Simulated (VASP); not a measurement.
# PbS (Galena) (Fm-3m) in VASP: settings compared, part 2 of 2

VASP 6.6.1. Earlier steps stand in the parts before.

## Step 3: Single point, LDA

INCAR

```
SYSTEM = PbS
  PREC = Accurate
  ENCUT = 500
  EDIFF = 1E-6
  ISMEAR = 0
  SIGMA = 0.01
  LREAL = .False.
  LASPH = .True.
  NELM = 120
  ALGO = Normal
  ISIF = 2
  LWAVE = .False.
  LCHARG = .False.
  NBANDS = 17
  GGA_COMPAT = .False.
```

KPOINTS

```
regular mesh
0
Gamma
  4 4 4
  0 0 0
```

POSCAR

```
PbS
1.0
    0.0000000000      2.9705683225      2.9705683225
    2.9705683225      0.0000000000      2.9705683225
    2.9705683225      2.9705683225      0.0000000000
Pb S
1 1
Direct
    0.0000000000      0.0000000000      0.0000000000
    0.5000000000      0.5000000000      0.5000000000
```

Potentials or basis: VASP PAW LDA potentials, release 64 (Pb_d, S).

Started as:

```sh
> cat potpaw_LDA.64/Pb_d/POTCAR potpaw_LDA.64/S/POTCAR > POTCAR
> mpirun -np 1 vasp_std > vasp.out
```

OUTCAR:

```text
SYSTEM = PbS
   PREC = Accurate
   ENCUT = 500
   EDIFF = 1E-6
   ISMEAR = 0
   LREAL = .False.
   LASPH = .True.
   NELM = 120
   ISIF = 2

 ion  position               nearest neighbor table
   1  0.000  0.000  0.000-   2 2.97   2 2.97   2 2.97   2 2.97   2 2.97   2 2.97
   2  0.500  0.500  0.500-   1 2.97   1 2.97   1 2.97   1 2.97   1 2.97   1 2.97

  LATTYP: Found a face centered cubic cell.
 ALAT       =     5.9411366450

  Lattice vectors:

 A1 = (   0.0000000000,   2.9705683225,   2.9705683225)
 A2 = (   2.9705683225,   0.0000000000,   2.9705683225)
 A3 = (   2.9705683225,   2.9705683225,   0.0000000000)

Analysis of symmetry for initial positions (statically):
=====================================================================
 Subroutine PRICEL returns:
 Original cell was already a primitive cell.

 Routine SETGRP: Setting up the symmetry group for a
 face centered cubic supercell.

 Subroutine GETGRP returns: Found 48 space group operations
 (whereof 48 operations were pure point group operations)
 out of a pool of 48 trial point group operations.

The static configuration has the point symmetry O_h .

Analysis of symmetry for dynamics (positions and initial velocities):
=====================================================================
 Subroutine PRICEL returns:
 Original cell was already a primitive cell.

 Routine SETGRP: Setting up the symmetry group for a
 face centered cubic supercell.

 Subroutine GETGRP returns: Found 48 space group operations
 (whereof 48 operations were pure point group operations)
 out of a pool of 48 trial point group operations.

The dynamic configuration has the point symmetry O_h .

 Subroutine INISYM returns: Found 48 space group operations
 (whereof 48 operations are pure point group operations),
 and found     1 'primitive' translations

----------------------------------------------------------------------------------------

                                     Primitive cell

  volume of cell :      52.4262

  direct lattice vectors                    reciprocal lattice vectors
     0.000000000  2.970568323  2.970568323    -0.168317960  0.168317960  0.168317960
     2.970568323  0.000000000  2.970568323     0.168317960 -0.168317960  0.168317960
     2.970568323  2.970568323  0.000000000     0.168317960  0.168317960 -0.168317960

  length of vectors
     4.201018010  4.201018010  4.201018010     0.291535258  0.291535258  0.291535258

  position of ions in fractional coordinates (direct lattice)
     0.000000000  0.000000000  0.000000000
     0.500000000  0.500000000  0.500000000

  ion indices of the primitive-cell ions
   primitive index   ion index
                 1           1
                 2           2

----------------------------------------------------------------------------------------

 KPOINTS: regular mesh

Automatic generation of k-mesh.
 Grid dimensions read from file:
 generate k-points for:    4    4    4

 Generating k-lattice:

  Cartesian coordinates                     Fractional coordinates (reciprocal lattice)
    -0.042079490  0.042079490  0.042079490     0.250000000  0.000000000  0.000000000
     0.042079490 -0.042079490  0.042079490     0.000000000  0.250000000  0.000000000
     0.042079490  0.042079490 -0.042079490     0.000000000  0.000000000  0.250000000

  Length of vectors
     0.072883815  0.072883815  0.072883815

  Shift w.r.t. Gamma in fractional coordinates (k-lattice)
     0.000000000  0.000000000  0.000000000

 Subroutine IBZKPT returns following result:
 ===========================================

 Found      8 irreducible k-points:

 Following reciprocal coordinates:
            Coordinates               Weight
  0.000000  0.000000  0.000000      1.000000
  0.250000  0.000000  0.000000      8.000000
  0.500000  0.000000  0.000000      4.000000
  0.250000  0.250000  0.000000      6.000000
  0.500000  0.250000  0.000000     24.000000
 -0.250000  0.250000  0.000000     12.000000
  0.500000  0.500000  0.000000      3.000000
 -0.250000  0.500000  0.250000      6.000000
   k-points           NKPTS =      8   k-points in BZ     NKDIM =      8   number of bands    NBANDS=     17
   number of dos      NEDOS =    301   number of ions     NIONS =      2
   total plane-waves  NPLWV =  32768
   dimension x,y,z NGX =    32 NGY =   32 NGZ =   32
   dimension x,y,z NGXF=    64 NGYF=   64 NGZF=   64
   ions per type =               1   1
   NGX,Y,Z   is equivalent  to a cutoff of  12.66, 12.66, 12.66 a.u.
   NGXF,Y,Z  is equivalent  to a cutoff of  25.33, 25.33, 25.33 a.u.
 SYSTEM =  PbS
   PREC   = accura    normal or accurate (medium, high low for compatibility)
   ISTART =      0    job   : 0-new  1-cont  2-samecut
   ICHARG =      2    charge: 1-file 2-atom 10-const
   ISPIN  =      1    spin polarized calculation?
   LNONCOLLINEAR =      F non collinear calculations
   LSORBIT =      F    spin-orbit coupling
   LASPH  =      T    aspherical Exc in radial PAW
   ENCUT  =  500.0 eV  36.75 Ry    6.06 a.u.   7.66  7.66  7.66*2*pi/ulx,y,z
   NELM   =    120;   NELMIN=  2; NELMDL= -5     # of ELM steps
   EDIFF  = 0.1E-05   stopping-criterion for ELM
   LREAL  =      F    real-space projection
   EDIFFG = 0.1E-04   stopping-criterion for IOM
   NSW    =      0    number of steps for IOM
   IBRION =     -1    ionic relax: 0-MD 1-quasi-New 2-CG
   NFREE  =      0    steps in history (QN), initial steepest desc. (CG)
   ISIF   =      2    stress and relaxation
   ISYM   =      2    0-nonsym 1-usesym 2-fastsym
   POTIM  = 0.5000    time-step for ionic-motion
   TEBEG  =    0.0;   TEEND  =   0.0 temperature during run
   PSTRESS=    0.0 pullay stress
   NELECT =      20.0000    total number of electrons
   NUPDOWN=      -1.0000    fix difference up-down
   EMIN   =  10.00;   EMAX   =-10.00  energy-range for DOS
   EFERMI =   0.00;   METHOD = LEGACY
   ISMEAR =     0;   SIGMA  =   0.01  broadening in eV -4-tet -1-fermi 0-gaus
   EFERMI_NEDOS =   21; number of points for ismear=-14 and -15
   IALGO  =     38    algorithm
   IMIX   =      4    mixing-type and parameters
     AMIX     =   0.40;   BMIX     =  1.00
     AMIX_MAG =   1.60;   BMIX_MAG =  1.00
  volume/ion in A,a.u.               =      26.21       176.89
  Fermi-wavevector in a.u.,A,eV,Ry     =   1.187322  2.243714 19.180598  1.409734
  Thomas-Fermi vector in A             =   2.323476
   LORBIT       =      0    0 simple, 1 ext, 2 COOP (PROOUT), +10 PAW based schemes
   GGA     = CA    functional components
   LHFCALC =     F    Hartree Fock is set to
   AEXX    =    0.0000 exact exchange contribution
   IVDW    =     0    specifies the selected vdW correction
   LEPSILON=     F    determine dielectric tensor
   LRPA    =     F    only Hartree local field effects (RPA)
 non-spin polarized calculation
 Gauss-broadening in eV      SIGMA  =   0.01
  energy-cutoff  :      500.00
  volume of cell :       52.43
 maximum number of plane-waves:      1363
 NGX is ok and might be reduce to    32
   NGX = 15   NGY = 15   NGZ = 15

 number of electron      19.9999999 magnetization

 Free energy of the ion-electron system (eV)
  ---------------------------------------------------
  ext. energy  EPLUGINS =         0.00000000
  ---------------------------------------------------
  free energy    TOTEN  =        -9.96389736 eV

  energy without entropy =       -9.96389736  energy(sigma->0) =       -9.96389736

 E-fermi :   5.5996     XC(G=0): -10.0079

 val. band max:        5.5261256384   @ k =   0.5000   0.0000   0.0000
 cond. band min:       5.7505557019   @ k =   0.5000   0.0000   0.0000
 fundamental gap:      0.2244300635
 Fermi energy:         5.5996432948

 k-point     1 :       0.0000    0.0000    0.0000
  band No.  band energies     occupation
      1     -11.2345      2.00000
      2     -11.2345      2.00000
      3     -11.2345      2.00000
      4     -11.2256      2.00000
      5     -11.2256      2.00000
      6      -7.9968      2.00000
[... 9 lines left out ...]
     16      12.1872      0.00000
     17      13.9781      0.00000
[... 121 lines left out ...]
 k-point     8 :      -0.2500    0.5000    0.2500
  band No.  band energies     occupation
      1     -11.3336      2.00000
      2     -11.2238      2.00000
      3     -11.2179      2.00000
      4     -11.2179      2.00000
      5     -11.1726      2.00000
      6      -6.2452      2.00000
[... 9 lines left out ...]
     16      17.4530      0.00000
     17      17.8032      0.00000

------------------------ aborting loop because EDIFF is reached ----------------------------------------

  FORCE on cell =-STRESS in cart. coord.  units (eV):
  Direction    XX          YY          ZZ          XY          YZ          ZX
  --------------------------------------------------------------------------------------
  -------------------------------------------------------------------------------------
  Total       -0.8887877     -0.8887877     -0.8887877      0.0000000      0.0000000     -0.0000000
  in kB      -27.1618914    -27.1618914    -27.1618914      0.0000000      0.0000000     -0.0000000
  external PRESSURE =     -27.1618914 kB  Pullay stress =       0.0000000 kB

 VOLUME and BASIS-vectors are now :
 -----------------------------------------------------------------------------
  energy-cutoff  :      500.00
  volume of cell :       52.43
      direct lattice vectors                 reciprocal lattice vectors
     0.000000000  2.970568323  2.970568323    -0.168317960  0.168317960  0.168317960
     2.970568323  0.000000000  2.970568323     0.168317960 -0.168317960  0.168317960
     2.970568323  2.970568323  0.000000000     0.168317960  0.168317960 -0.168317960

 POSITION                                       TOTAL-FORCE (eV/Angst)
 -----------------------------------------------------------------------------------
      0.00000      0.00000      0.00000        -0.000000      0.000000     -0.000000
      2.97057      2.97057      2.97057         0.000000     -0.000000      0.000000
 -----------------------------------------------------------------------------------
    total drift:                                0.000000     -0.000000     -0.000000

  FREE ENERGIE OF THE ION-ELECTRON SYSTEM (eV)
  ---------------------------------------------------
  free  energy   TOTEN  =        -9.9638973607 eV

  energy  without entropy=       -9.9638973607  energy(sigma->0) =       -9.96389736
```

stdout:

```text
POSCAR found type information on POSCAR PbS
 POSCAR found :  2 types and       2 ions
 scaLAPACK will be used
 LDA part: xc-table for (Slater(with rela. corr.)+CA(PZ))
 , standard interpolation
 POSCAR, INCAR and KPOINTS ok, starting setup
 FFT: planning ... GRIDC
 FFT: planning ... GRID_SOFT
 FFT: planning ... GRID
 WAVECAR not read
 entering main loop
```

Wall time 6 s (1 thread of Intel Xeon Platinum 8375C at 2.90GHz (Ice Lake), shared host); peak memory 0.15 GiB.

What came out:

```
Free energy            : -9.9639 eV
Pressure               : -2.7 GPa
Band gap on the k mesh : 0.22 eV, direct
```

Levels at points of the mesh, in eV from the valence-band top:
```csv
k point,band 6,band 7,band 8,band 9,band 10,band 11,band 12,band 13,band 14,band 15
"(0.00, 0.00, 0.00)",-13.52,-6.09,-2.13,-2.13,-2.13,5.06,5.06,5.06,6.66,6.66
"(0.50, 0.00, 0.00)",-12.25,-8.90,-1.73,-1.73,0.00,0.22,1.85,1.85,8.47,10.10
"(0.50, 0.50, 0.00)",-11.82,-7.27,-5.21,-3.43,-3.43,3.75,5.45,5.55,5.55,11.18
```

Caveat: the k points lie up to 0.46 Å⁻¹ apart; spin-orbit coupling is left out, which moves the levels of the heavy elements.
